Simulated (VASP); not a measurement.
Here is a VASP 6.6.1 calculation.

The input INCAR:

```
SYSTEM = MgO
PREC = Accurate
ENCUT = 600
EDIFF = 1E-7
ISMEAR = 0
SIGMA = 0.01
LREAL = .False.
LASPH = .True.
NELM = 120
ALGO = Normal
ISIF = 3
LWAVE = .False.
LCHARG = .False.
GGA = PE
IBRION = 2
NSW = 80
EDIFFG = -0.001
GGA_COMPAT = .False.
NELMIN = 4
```

KPOINTS

```
regular mesh
0
Gamma
  6 6 6
  0 0 0
```

Contents of POSCAR:

```
MgO
1.0
    3.5206362378      0.0000000000      0.0000000000
   -1.7603181189      3.0489604194      0.0000000000
    0.0000000000      0.0000000000      4.2380654686
Mg O
2 2
Direct
    0.6666666667      0.3333333333      0.7500000000
    0.3333333333      0.6666666667      0.2500000000
    0.6666666667      0.3333333333      0.2500000000
    0.3333333333      0.6666666667      0.7500000000
```

Potentials or basis: VASP PAW PBE potentials, release 64 (Mg, O).

The run is started by

```console
$ cat potpaw_PBE.64/Mg/POTCAR potpaw_PBE.64/O/POTCAR > POTCAR
$ mpirun -np 1 vasp_std > vasp.out
```

(1) Predict the band gap on the k mesh.

(2) Estimate the space group after relaxing (to 0.05 Å).

Results:

(1) 3.29 eV, direct.

(2) P6_3/mmc (No. 194).
